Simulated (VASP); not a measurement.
# Li (Fm-3m) in VASP: notebook, part 2 of 2

VASP 6.6.1. The steps go on from the part before.

**5. Single point, r2SCAN (20.33 Å³/atom)**

This run uses another cell than the first one, of 20.33 Å³/atom.

POSCAR reads:

```
Li
1.0
    0.0000000000      2.1660987230      2.1660987230
    2.1660987230      0.0000000000      2.1660987230
    2.1660987230      2.1660987230      0.0000000000
Li
1
Direct
    0.0000000000      0.0000000000      0.0000000000
```

INCAR.step1 reads:

```
SYSTEM = Li
PREC = Accurate ; ENCUT = 520
ISMEAR = 0 ; SIGMA = 0.1
LREAL = .FALSE. ; LASPH = .TRUE.
NELM = 60 ; NBANDS = 8
GGA = PE ; ALGO = Normal
EDIFF = 1E-4 ; LWAVE = .TRUE.
LCHARG = .FALSE.
```

INCAR.step2 reads:

```
SYSTEM = Li
PREC = Accurate ; ENCUT = 520
EDIFF = 1E-6 ; ISMEAR = 0
SIGMA = 0.1 ; LREAL = .FALSE.
LASPH = .TRUE. ; NELM = 60
ALGO = Normal ; ISIF = 2
LWAVE = .FALSE. ; LCHARG = .TRUE.
METAGGA = R2SCAN ; LMIXTAU = .TRUE.
LELF = .TRUE. ; LVHAR = .TRUE.
NBANDS = 8 ; ISTART = 1
```

KPOINTS reads:

```
Automatic mesh
0
G
  16 16 16
  0 0 0
```

Potentials or basis: VASP PAW PBE potentials, release 64 (Li_sv).

Started as:

```
> cat potpaw_PBE.64/Li_sv/POTCAR > POTCAR
> cp INCAR.step1 INCAR
> mpirun -np 1 vasp_std > vasp.out
> cp INCAR.step2 INCAR
> mpirun -np 1 vasp_std > vasp.out
```

OUTCAR:

```text
SYSTEM = Li
   PREC = Accurate
   ENCUT = 520
   EDIFF = 1E-6
   ISMEAR = 0
   LREAL = .FALSE.
   LASPH = .TRUE.
   NELM = 60
   ISIF = 2
   METAGGA = R2SCAN
   ISTART = 1

 ion  position               nearest neighbor table
   1  0.000  0.000  0.000-

  LATTYP: Found a face centered cubic cell.
 ALAT       =     4.3321974460

  Lattice vectors:

 A1 = (   0.0000000000,   2.1660987230,   2.1660987230)
 A2 = (   2.1660987230,   0.0000000000,   2.1660987230)
 A3 = (   2.1660987230,   2.1660987230,   0.0000000000)

[... 443 lines left out ...]
 [... further k-points ...]

------------------------ aborting loop because EDIFF is reached ----------------------------------------

  FORCE on cell =-STRESS in cart. coord.  units (eV):
  Direction    XX          YY          ZZ          XY          YZ          ZX
  --------------------------------------------------------------------------------------
  -------------------------------------------------------------------------------------
  Total        0.0109706      0.0109706      0.0109706     -0.0000000      0.0000000      0.0000000
  in kB        0.8647198      0.8647198      0.8647198     -0.0000000      0.0000000      0.0000000
  external PRESSURE =       0.8647198 kB  Pullay stress =       0.0000000 kB

 VOLUME and BASIS-vectors are now :
 -----------------------------------------------------------------------------
  energy-cutoff  :      520.00
  volume of cell :       20.33
      direct lattice vectors                 reciprocal lattice vectors
     0.000000000  2.166098723  2.166098723    -0.230829738  0.230829738  0.230829738
     2.166098723  0.000000000  2.166098723     0.230829738 -0.230829738  0.230829738
     2.166098723  2.166098723  0.000000000     0.230829738  0.230829738 -0.230829738

 POSITION                                       TOTAL-FORCE (eV/Angst)
 -----------------------------------------------------------------------------------
      0.00000      0.00000      0.00000         0.000000      0.000000      0.000000
 -----------------------------------------------------------------------------------
    total drift:                               -0.000000      0.000000     -0.000000

  FREE ENERGIE OF THE ION-ELECTRON SYSTEM (eV)
  ---------------------------------------------------
  free  energy   TOTEN  =        -2.3864969849 eV

  energy  without entropy=       -2.3844751295  energy(sigma->0) =       -2.38548606
```

Run time: 100 s. Hardware: 1 thread of Intel Xeon 8259CL, shared host; peak memory 0.14 GiB.

What came out:

```
Free energy            : -2.3865 eV
Band gap on the k mesh : zero (an odd number of electrons rules out a gap without spin polarisation)
```

Levels at points of the mesh, in eV from the Fermi level:
| k point | band 1 | band 2 | band 3 | band 4 | band 5 | band 6 | band 7 |
| --- | --- | --- | --- | --- | --- | --- | --- |
| (0.00, 0.00, 0.00) | -48.04 | -3.85 | 15.97 | 15.97 | 15.97 | 19.36 | 19.36 |
| (0.50, 0.00, 0.00) | -48.02 | 0.02 | 3.16 | 14.03 | 14.03 | 17.61 | 17.61 |
| (0.50, 0.50, 0.00) | -48.01 | 1.71 | 5.04 | 9.30 | 9.30 | 11.26 | 16.78 |

Caveat: the cutoff is under 1.25 times the usual one of these potentials, so pressure, stress and relaxed cells hold a basis-set (Pulay) error; the PAW data sets were made with another functional, which shifts forces and pressure a little.

**6. Single point, r2SCAN**

This run uses another cell than the first one, of 21.35 Å³/atom.

POSCAR reads:

```
Li
1.0
    0.0000000000      2.2020000000      2.2020000000
    2.2020000000      0.0000000000      2.2020000000
    2.2020000000      2.2020000000      0.0000000000
Li
1
Direct
    0.0000000000      0.0000000000      0.0000000000
```

INCAR.step1 reads:

```
SYSTEM = Li
  PREC = Accurate
  ENCUT = 520
  ISMEAR = 0
  SIGMA = 0.1
  LREAL = .FALSE.
  LASPH = .TRUE.
  NELM = 80
  NBANDS = 8
  GGA = PE
  ALGO = Normal
  EDIFF = 1E-4
  LWAVE = .TRUE.
  LCHARG = .FALSE.
```

INCAR.step2 reads:

```
SYSTEM = Li
  PREC = Accurate
  ENCUT = 520
  EDIFF = 1E-6
  ISMEAR = 0
  SIGMA = 0.1
  LREAL = .FALSE.
  LASPH = .TRUE.
  NELM = 80
  ALGO = Normal
  ISIF = 2
  LWAVE = .FALSE.
  LCHARG = .TRUE.
  METAGGA = R2SCAN
  LMIXTAU = .TRUE.
  LELF = .TRUE.
  LVHAR = .TRUE.
  NBANDS = 8
  ISTART = 1
```

KPOINTS reads:

```
regular mesh
0
G
  16 16 16
  0 0 0
```

Potentials or basis: VASP PAW PBE potentials, release 64 (Li_sv).

Started as:

```
> cat potpaw_PBE.64/Li_sv/POTCAR > POTCAR
> cp INCAR.step1 INCAR
> mpirun -np 1 vasp_std > vasp.out
> cp INCAR.step2 INCAR
> mpirun -np 1 vasp_std > vasp.out
```

OUTCAR:

```text
SYSTEM = Li
   PREC = Accurate
   ENCUT = 520
   EDIFF = 1E-6
   ISMEAR = 0
   LREAL = .FALSE.
   LASPH = .TRUE.
   NELM = 80
   ISIF = 2
   METAGGA = R2SCAN
   ISTART = 1

 ion  position               nearest neighbor table
   1  0.000  0.000  0.000-

  LATTYP: Found a face centered cubic cell.
 ALAT       =     4.4040000000

  Lattice vectors:

 A1 = (   0.0000000000,   2.2020000000,   2.2020000000)
 A2 = (   2.2020000000,   0.0000000000,   2.2020000000)
 A3 = (   2.2020000000,   2.2020000000,   0.0000000000)

Analysis of symmetry for initial positions (statically):
=====================================================================
 Subroutine PRICEL returns:
 Original cell was already a primitive cell.

 Routine SETGRP: Setting up the symmetry group for a
 face centered cubic supercell.

 Subroutine GETGRP returns: Found 48 space group operations
 (whereof 48 operations were pure point group operations)
 out of a pool of 48 trial point group operations.

The static configuration has the point symmetry O_h .

Analysis of symmetry for dynamics (positions and initial velocities):
=====================================================================
[... 161 lines left out ...]
 Fermi energy:         0.4885686913

 k-point     1 :       0.0000    0.0000    0.0000
  band No.  band energies     occupation
      1     -47.7197      2.00000
      2      -3.2636      2.00000
      3      15.9629      0.00000
      4      15.9629      0.00000
      5      15.9648      0.00000
      6      19.2403      0.00000
      7      19.2403      0.00000
      8      19.2405      0.00000
[... 243 lines left out ...]
 k-point    24 :      -0.0625    0.0625    0.0000
  band No.  band energies     occupation
      1     -47.7182      2.00000
      2      -3.0658      2.00000
      3      14.2134      0.00000
      4      14.5300      0.00000
      5      16.0541      0.00000
      6      18.5157      0.00000
      7      19.5004      0.00000
      8      20.8973      0.00000

 [... further k-points ...]

------------------------ aborting loop because EDIFF is reached ----------------------------------------

  FORCE on cell =-STRESS in cart. coord.  units (eV):
  Direction    XX          YY          ZZ          XY          YZ          ZX
  --------------------------------------------------------------------------------------
  -------------------------------------------------------------------------------------
  Total       -0.0682416     -0.0682416     -0.0682416     -0.0000000      0.0000000      0.0000000
  in kB       -5.1200953     -5.1200953     -5.1200953     -0.0000000      0.0000000      0.0000000
  external PRESSURE =      -5.1200953 kB  Pullay stress =       0.0000000 kB

 VOLUME and BASIS-vectors are now :
 -----------------------------------------------------------------------------
  energy-cutoff  :      520.00
  volume of cell :       21.35
      direct lattice vectors                 reciprocal lattice vectors
     0.000000000  2.202000000  2.202000000    -0.227066303  0.227066303  0.227066303
     2.202000000  0.000000000  2.202000000     0.227066303 -0.227066303  0.227066303
     2.202000000  2.202000000  0.000000000     0.227066303  0.227066303 -0.227066303

 POSITION                                       TOTAL-FORCE (eV/Angst)
 -----------------------------------------------------------------------------------
      0.00000      0.00000      0.00000         0.000000      0.000000     -0.000000
 -----------------------------------------------------------------------------------
    total drift:                                0.000000      0.000000     -0.000000

  FREE ENERGIE OF THE ION-ELECTRON SYSTEM (eV)
  ---------------------------------------------------
  free  energy   TOTEN  =        -2.3866563766 eV

  energy  without entropy=       -2.3845829690  energy(sigma->0) =       -2.38561967
```

OSZICAR.step1:

```text
N       E                     dE             d eps       ncg     rms          rms(c)
DAV:   1    -0.514188263290E-01   -0.51419E-01   -0.68407E+02  2328   0.247E+02
DAV:   2    -0.187986743382E+01   -0.18284E+01   -0.17895E+01  3392   0.359E+01
DAV:   3    -0.190821727982E+01   -0.28350E-01   -0.28325E-01  2680   0.338E+00
DAV:   4    -0.190860376271E+01   -0.38648E-03   -0.38648E-03  3672   0.333E-01
DAV:   5    -0.190860500439E+01   -0.12417E-05   -0.12417E-05  2704   0.120E-02    0.247E-01
DAV:   6    -0.190741322322E+01    0.11918E-02   -0.28017E-04  3848   0.683E-02    0.140E-01
DAV:   7    -0.190683021410E+01    0.58301E-03   -0.66492E-04  3664   0.103E-01    0.277E-02
DAV:   8    -0.190682961578E+01    0.59832E-06   -0.76520E-06  1432   0.190E-02
   1 F= -.19068296E+01 E0= -.19057076E+01  d E =-.224397E-02
```

Run time: 2.4 min. Hardware: 1 thread of Intel Xeon 8259CL, shared host; peak memory 0.14 GiB.

What came out:

```yaml
Free_energy: -2.3867 eV
Band_gap_on_the_k_mesh: zero (an odd number of electrons rules out a gap without spin polarisation)
```

Levels at points of the mesh, in eV from the Fermi level:
```csv
k point,band 1,band 2,band 3,band 4,band 5,band 6
"(0.00, 0.00, 0.00)",-48.21,-3.75,15.47,15.47,15.48,18.75
"(0.50, 0.00, 0.00)",-48.19,0.02,3.04,13.59,13.59,17.06
"(0.50, 0.50, 0.00)",-48.19,1.66,4.88,9.01,9.01,10.91
```

Caveat: the cutoff is under 1.25 times the usual one of these potentials, so pressure, stress and relaxed cells hold a basis-set (Pulay) error; the PAW data sets were made with another functional, which shifts forces and pressure a little.

**7. Summary**

```csv
cell,gap on the mesh (eV)
"a = 2.965 Å, angles 60.0°, 1 atom",none
"a = 2.999 Å, angles 60.0°, 1 atom",none
"a = 3.031 Å, angles 60.0°, 1 atom",none
"a = 3.063 Å, angles 60.0°, 1 atom",none
"a = 3.114 Å, angles 60.0°, 1 atom",none
```

Alike in all rows: task single point; level r2SCAN; potentials or basis VASP PAW PBE potentials, release 64 (Li_sv); no spin polarisation; k mesh 16 × 16 × 16; cutoff (eV) 520; smearing gaussian 0.1 eV.

Caveats: the cutoff is under 1.25 times the usual one of these potentials, so pressure, stress and relaxed cells hold a basis-set (Pulay) error; the PAW data sets were made with another functional, which shifts forces and pressure a little.

Absolute energies hang on the potentials; compare differences alone.
